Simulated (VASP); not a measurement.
# GaSi62 (a cell with a defect) in VASP: further runs

Runs on GaSi62 (a cell with a defect). Level: PBE+D3(BJ). Tasks: single point.

Program: VASP 6.6.1. These are calculated values, not measurements. Logs are shortened: lines on timing, memory, paths and dates and some standing lists are left out, and cuts for length are marked.

**1. The cell of the first run**

The cell holds a defect, 63 atoms: a = 10.860 Å, b = 10.860 Å, c = 10.860 Å, α = 90.00°, β = 90.00°, γ = 90.00°.

**2. Single point, PBE+D3(BJ), collinear spin**

Contents of INCAR:

```
SYSTEM = GaSi62
ALGO = Normal
EDIFF = 1E-7
ENCUT = 520
GGA = PE
ISIF = 2
ISMEAR = 0
ISPIN = 2
IVDW = 12
LASPH = .TRUE.
LCHARG = .FALSE.
LORBIT = 11
LREAL = Auto
LWAVE = .FALSE.
MAGMOM = 0 0 0 0 0 0 0 0 0 0 0 0 0 0 0 0 0 0 0 0 0 0 0 0 0 0 0 0 0 0 0 0 0 0 0 0 0 0 0 0 0 0 0 0 0.14 0 0 0 0 0 0 0 0 0 0 0 0 0 0 0 0 0 0
NBANDS = 172
NELM = 150
PREC = Accurate
SIGMA = 0.02
```

Contents of KPOINTS:

```
k-points
0
G
  1 1 1
  0 0 0
```

Contents of POSCAR:

```
GaSi62
1.0
   10.8600000000      0.0000000000      0.0000000000
    0.0000000000     10.8600000000      0.0000000000
    0.0000000000      0.0000000000     10.8600000000
Si Ga
62 1
Direct
    0.4986310313      0.0005207182      0.0008239411
    0.6256325967      0.1262381215      0.1238494475
    0.7493385820      0.2528198895     -0.0014877532
    0.8745959484      0.3755063536      0.1253315838
    0.7499875691      0.0033951197      0.2504256906
    0.8781325046      0.1244784530      0.3766862799
    0.0001694291      0.0009098527      0.0013463168
    0.1264453959      0.1236534991      0.1276116943
    0.2491993554      0.2499300184      0.0013488029
    0.3733301105      0.3761295580      0.1260988950
    0.4980695212      0.5049067219     -0.0033571823
    0.6240690608      0.6260402394      0.1243418048
    0.7451926335      0.7520347145     -0.0033703499
    0.8739733886      0.8767729282      0.1260990792
    0.2510423573     -0.0009197974      0.2549435543
    0.3778744015      0.1180388582      0.3840825967
    0.4994235727      0.2471929098      0.2506229282
    0.6268863720      0.3717789134      0.3734658379
    0.7495144567      0.5006129834      0.2491215470
    0.8783375691      0.6232518416      0.3734622468
    0.5040424494     -0.0110177716      0.5117430939
    0.6267927256      0.1257502762      0.6260562615
    0.7520376611      0.2501173112      0.4995661142
    0.8699141805      0.3801894107      0.6270435543
    0.7504616022      0.0012693370      0.7506878453
    0.8760719153      0.1266357274      0.8771344383
   -0.0027111418      0.5007698895     -0.0014755985
    0.1238638122      0.6244866483      0.1238584715
    0.2495680479      0.7514812155      0.0008235727
    0.3745516575      0.8755554328      0.1274241252
    0.0003390424      0.2497802026      0.2493937385
    0.1256215470      0.3720011050      0.3766873849
    0.2467146409      0.5001313996      0.2504219153
    0.3756992634      0.6227616022      0.3750428177
    0.5001475138      0.7499611418      0.2509223757
    0.6273354512      0.8744160221      0.3750539595
    0.0021925414     -0.0015044199      0.5022187845
    0.1273651013      0.1227604052      0.6273395028
    0.2516081952      0.2479441989      0.5022081031
    0.3753665746      0.3753007366      0.6254544199
    0.5009128913      0.4963454880      0.4965286372
    0.6133082873      0.6368040516      0.6160741252
    0.7537527624      0.7492080110      0.4965312155
    0.8748165746      0.8747499079      0.6254507366
    0.2549478821     -0.0048229282      0.7515344383
    0.3750802947      0.1260834254      0.8761354512
    0.5001279926      0.2503380295      0.7500463168
    0.6229510129      0.3780941068      0.8739816759
    0.7392309392      0.5108852670      0.7479533149
    0.8720293738      0.6271593002      0.8739766114
    0.0029549724      0.7507079190      0.2506490792
    0.1321341621      0.8722405157      0.3841284530
   -0.0000217311      0.4980825967      0.4995660221
    0.1243590239      0.6233140884      0.6260517495
    0.2612042357      0.7460581031      0.5118054328
   -0.0016627072      0.2517907919      0.7488253223
    0.1234809392      0.3740447514      0.8771461326
    0.2488382136      0.4996534070      0.7506957643
    0.3725762431      0.6333726519      0.8688855433
    0.6167170350      0.8775240331      0.8688505525
   -0.0002147330      0.7499894107      0.7500422652
    0.1240334254      0.8750392265      0.8761336096
    0.4496116943      0.8003495396      0.6730382136
```

Potentials or basis: VASP PAW PBE potentials, release 64 (Si, Ga_d).

The run is started by

```sh
$ cat potpaw_PBE.64/Si/POTCAR potpaw_PBE.64/Ga_d/POTCAR > POTCAR
$ mpirun -np 1 vasp_gam > vasp.out
```

OUTCAR:

```text
SYSTEM = GaSi62
   EDIFF = 1E-7
   ENCUT = 520
   GGA = PE
   ISIF = 2
   ISMEAR = 0
   ISPIN = 2
   IVDW = 12
   LASPH = .TRUE.
   LORBIT = 11
   LREAL = Auto
   NELM = 150
   PREC = Accurate
 IVDW          = 12

 ion  position               nearest neighbor table
   1  0.499  0.001  0.001-  60 2.34  46 2.34  30 2.36   2 2.36
   2  0.626  0.126  0.124-   5 2.34  17 2.35   3 2.36   1 2.36
   3  0.749  0.253  0.999-  26 2.35   4 2.35   2 2.36  48 2.36
   4  0.875  0.376  0.125-  19 2.34   3 2.35  27 2.35  31 2.35
   5  0.750  0.003  0.250-   2 2.34  14 2.35   6 2.35  36 2.36
   6  0.878  0.124  0.377-  23 2.35  31 2.35  37 2.35   5 2.35
[... 36 lines left out ...]
  43  0.754  0.749  0.497-  36 2.34  20 2.34  42 2.35  44 2.36
  44  0.875  0.875  0.625-  61 2.35  37 2.35  43 2.36  25 2.36
  45  0.255  0.995  0.752-  46 2.36  62 2.36  38 2.38
  46  0.375  0.126  0.876-   1 2.34   9 2.35  47 2.35  45 2.36
  47  0.500  0.250  0.750-  40 2.35  48 2.35  22 2.35  46 2.35
  48  0.623  0.378  0.874-  11 2.35  47 2.35  49 2.36   3 2.36
  49  0.739  0.511  0.748-  50 2.36  48 2.36  24 2.40  42 2.41
  50  0.872  0.627  0.874-  13 2.35  61 2.35  49 2.36  27 2.36
  51  0.003  0.751  0.251-  28 2.35  20 2.35  14 2.38  52 2.41
[... 9 lines left out ...]
  61  1.000  0.750  0.750-  44 2.35  50 2.35  54 2.35  62 2.35
  62  0.124  0.875  0.876-  29 2.34   7 2.35  61 2.35  45 2.36
  63  0.450  0.800  0.673-  42 2.59  55 2.76  21 2.76  59 2.92  60 2.92

  LATTYP: Found a simple cubic cell.
 ALAT       =    10.8600000000

  Lattice vectors:

 A1 = (  10.8600000000,   0.0000000000,   0.0000000000)
 A2 = (   0.0000000000,  10.8600000000,   0.0000000000)
 A3 = (   0.0000000000,   0.0000000000,  10.8600000000)

Analysis of symmetry for initial positions (statically):
=====================================================================
 Subroutine PRICEL returns:
 Original cell was already a primitive cell.

 Routine SETGRP: Setting up the symmetry group for a
 simple cubic supercell.

 Subroutine GETGRP returns: Found  1 space group operations
 (whereof  1 operations were pure point group operations)
 out of a pool of 48 trial point group operations.

The static configuration has the point symmetry C_1 .

Analysis of symmetry for dynamics (positions and initial velocities):
=====================================================================
 Subroutine PRICEL returns:
 Original cell was already a primitive cell.

 Routine SETGRP: Setting up the symmetry group for a
 simple cubic supercell.

 Subroutine GETGRP returns: Found  1 space group operations
 (whereof  1 operations were pure point group operations)
 out of a pool of 48 trial point group operations.

The dynamic configuration has the point symmetry C_1 .

Analysis of structural, dynamic, and magnetic symmetry:
=====================================================================
 Subroutine PRICEL returns:
 Original cell was already a primitive cell.

 Routine SETGRP: Setting up the symmetry group for a
 simple cubic supercell.

 Subroutine GETGRP returns: Found  1 space group operations
 (whereof  1 operations were pure point group operations)
 out of a pool of 48 trial point group operations.

The overall configuration has the point symmetry C_1 .

 Subroutine INISYM returns: Found  1 space group operations
 (whereof  1 operations are pure point group operations),
 and found     1 'primitive' translations

----------------------------------------------------------------------------------------

                                     Primitive cell

  volume of cell :    1280.8241

  direct lattice vectors                    reciprocal lattice vectors
    10.860000000  0.000000000  0.000000000     0.092081031  0.000000000  0.000000000
     0.000000000 10.860000000  0.000000000     0.000000000  0.092081031  0.000000000
     0.000000000  0.000000000 10.860000000     0.000000000  0.000000000  0.092081031

  length of vectors
    10.860000000 10.860000000 10.860000000     0.092081031  0.092081031  0.092081031

[... 43 lines left out ...]
  free energy    TOTEN  =      -329.99163268 eV

  energy without entropy =     -329.99162550  energy(sigma->0) =     -329.99162909

 E-fermi :   6.2415     XC(G=0):  -9.3587

 val. band max:        6.1872490647   @ k =   0.0000   0.0000   0.0000
 cond. band min:       6.2957820385   @ k =   0.0000   0.0000   0.0000
 fundamental gap:      0.1085329738
 Fermi energy:         6.2415118405

 spin component 1

 k-point     1 :       0.0000    0.0000    0.0000
  band No.  band energies     occupation
      1      -8.8499      1.00000
      2      -8.8429      1.00000
      3      -8.8191      1.00000
      4      -8.8043      1.00000
      5      -8.8022      1.00000
      6      -6.2147      1.00000
[... 134 lines left out ...]
    141       6.8721      0.00000
    142       6.8938      0.00000
 Fermi energy:         6.2415118405

 spin component 2

 k-point     1 :       0.0000    0.0000    0.0000
  band No.  band energies     occupation
      1      -8.8468      1.00000
      2      -8.8336      1.00000
      3      -8.8172      1.00000
      4      -8.8041      1.00000
      5      -8.8011      1.00000
      6      -6.2020      1.00000
[... 134 lines left out ...]
    141       6.8877      0.00000
    142       6.9147      0.00000
 [bands above 142 left out]

------------------------ aborting loop because EDIFF is reached ----------------------------------------

 Edisp (eV)  -19.70600

 E6    (eV) :   -11.5199

 E8    (eV) :    -8.1861

  FORCE on cell =-STRESS in cart. coord.  units (eV):
  Direction    XX          YY          ZZ          XY          YZ          ZX
  --------------------------------------------------------------------------------------
  -------------------------------------------------------------------------------------
  Total      -5.03274    -5.02045    -5.23001     1.33764     5.33231    -5.34039
  in kB      -6.29544    -6.28006    -6.54220     1.67325     6.67017    -6.68027
  external pressure =       -6.37 kB  Pullay stress =        0.00 kB

 VOLUME and BASIS-vectors are now :
 -----------------------------------------------------------------------------
  energy-cutoff  :      520.00
  volume of cell :     1280.82
      direct lattice vectors                 reciprocal lattice vectors
    10.860000000  0.000000000  0.000000000     0.092081031  0.000000000  0.000000000
     0.000000000 10.860000000  0.000000000     0.000000000  0.092081031  0.000000000
     0.000000000  0.000000000 10.860000000     0.000000000  0.000000000  0.092081031

 POSITION                                       TOTAL-FORCE (eV/Angst)
 -----------------------------------------------------------------------------------
      5.41513      0.00565      0.00895        -0.006369     -0.007643     -0.012032
      6.79437      1.37095      1.34500         0.000516      0.005129      0.001366
      8.13782      2.74562     10.84384        -0.005509     -0.003311     -0.005959
      9.49811      4.07800      1.36110        -0.000468      0.000526      0.001761
      8.14487      0.03687      2.71962        -0.001559     -0.004760     -0.000778
      9.53652      1.35184      4.09081        -0.006022     -0.004784      0.000651
[... 55 lines left out ...]
      1.34700      9.50293      9.51481         0.019988      0.012751     -0.011718
      4.88278      8.69180      7.30919        -0.032824      0.032890     -0.022321
 -----------------------------------------------------------------------------------
    total drift:                               -0.005750      0.014447      0.002554

  FREE ENERGIE OF THE ION-ELECTRON SYSTEM (eV)
  ---------------------------------------------------
  free  energy   TOTEN  =      -349.6976280735 eV

  energy  without entropy=     -349.6976209000  energy(sigma->0) =     -349.69762449

 total charge

# of ion       s       p       d       tot
------------------------------------------
    1        0.740   0.958   0.000   1.699
    2        0.742   0.954   0.000   1.696
    3        0.740   0.956   0.000   1.696
    4        0.740   0.958   0.000   1.698
    5        0.743   0.953   0.000   1.696
    6        0.739   0.958   0.000   1.697
[... 55 lines left out ...]
   62        0.740   0.955   0.000   1.695
   63        0.887   0.624   9.946  11.457
--------------------------------------------------
tot         47.013  59.166   9.946 116.124

 magnetization (x)

# of ion       s       p       d       tot
------------------------------------------
    1        0.000   0.002   0.000   0.002
    2       -0.000   0.001   0.000   0.001
    3        0.000   0.001   0.000   0.001
    4       -0.000  -0.001   0.000  -0.001
    5        0.002   0.005   0.000   0.008
    6        0.000   0.003   0.000   0.003
[... 55 lines left out ...]
   62        0.000   0.009   0.000   0.009
   63       -0.002  -0.000   0.008   0.005
--------------------------------------------------
tot          0.071   0.260   0.008   0.339
```

Wall time 14 min (1 thread of Intel Xeon Platinum 8259CL at 2.50GHz (Skylake/Cascade Lake), shared host); peak memory 1.4 GiB.

Results:

```yaml
Free_energy: -349.6976 eV
Pressure: -0.6 GPa
Largest_force: 0.052 eV/Å
Net_moment: 1.00 μB per cell
Site_moments: Si +0.00, -0.00, +0.01, +0.02, +0.03, +0.10 (each value once); Ga +0.01 μB
Valence_electrons_inside_the_program's_atomic_spheres: Si 1.70, 1.68, 1.67, 1.64, 1.69, 1.66, 1.65 (each value once); Ga 11.46
Dispersion_energy_per_atom: -0.313 eV
```

Forces in eV/Å, atoms in the order of the input:
```
Si  -0.006 -0.008 -0.012
Si   0.001  0.005  0.001
Si  -0.006 -0.003 -0.006
Si   0.000  0.001  0.002
Si  -0.002 -0.005 -0.001
Si  -0.006 -0.005  0.001
Si   0.001 -0.012 -0.003
Si  -0.001  0.001  0.001
Si   0.011 -0.002 -0.003
Si  -0.006  0.002  0.001
Si  -0.002  0.004 -0.004
Si  -0.001  0.000  0.002
Si  -0.002  0.003 -0.005
Si   0.000  0.004  0.001
Si   0.002 -0.003  0.003
Si  -0.008  0.000  0.000
Si  -0.004 -0.001  0.005
Si  -0.002  0.000  0.003
Si  -0.001  0.001  0.002
Si   0.000  0.002  0.004
Si   0.014  0.002  0.008
Si   0.006  0.008  0.000
Si  -0.006 -0.004  0.008
Si   0.003 -0.003  0.011
Si  -0.001 -0.005 -0.014
Si  -0.002 -0.002  0.009
Si   0.004  0.005 -0.006
Si  -0.006 -0.002  0.000
Si   0.009  0.007 -0.012
Si  -0.004  0.003  0.002
Si   0.002 -0.002 -0.001
Si   0.005  0.006  0.000
Si   0.005  0.001 -0.001
Si   0.000 -0.004  0.001
Si   0.001  0.000  0.001
Si   0.004 -0.001 -0.001
Si   0.003 -0.002 -0.005
Si   0.003 -0.003  0.027
Si   0.003 -0.003 -0.004
Si  -0.001  0.000  0.004
Si   0.002  0.004 -0.005
Si   0.033 -0.033  0.019
Si  -0.003 -0.003 -0.004
Si   0.000  0.001  0.002
Si  -0.024  0.024  0.011
Si  -0.012 -0.020 -0.012
Si   0.002  0.007 -0.001
Si   0.003 -0.002 -0.001
Si  -0.009  0.009 -0.027
Si   0.001 -0.002 -0.001
Si   0.000  0.005  0.005
Si   0.000  0.007  0.000
Si   0.003  0.007  0.008
Si  -0.007 -0.006  0.000
Si  -0.001 -0.014  0.006
Si  -0.001  0.000 -0.027
Si   0.002  0.001  0.010
Si   0.004  0.001 -0.014
Si   0.011 -0.006  0.022
Si   0.006 -0.011  0.023
Si  -0.009 -0.001  0.000
Si   0.020  0.013 -0.012
Ga  -0.033  0.033 -0.022
```

Caveat: the k points lie up to 0.58 Å⁻¹ apart.

(Continued in part 2 of 2.)
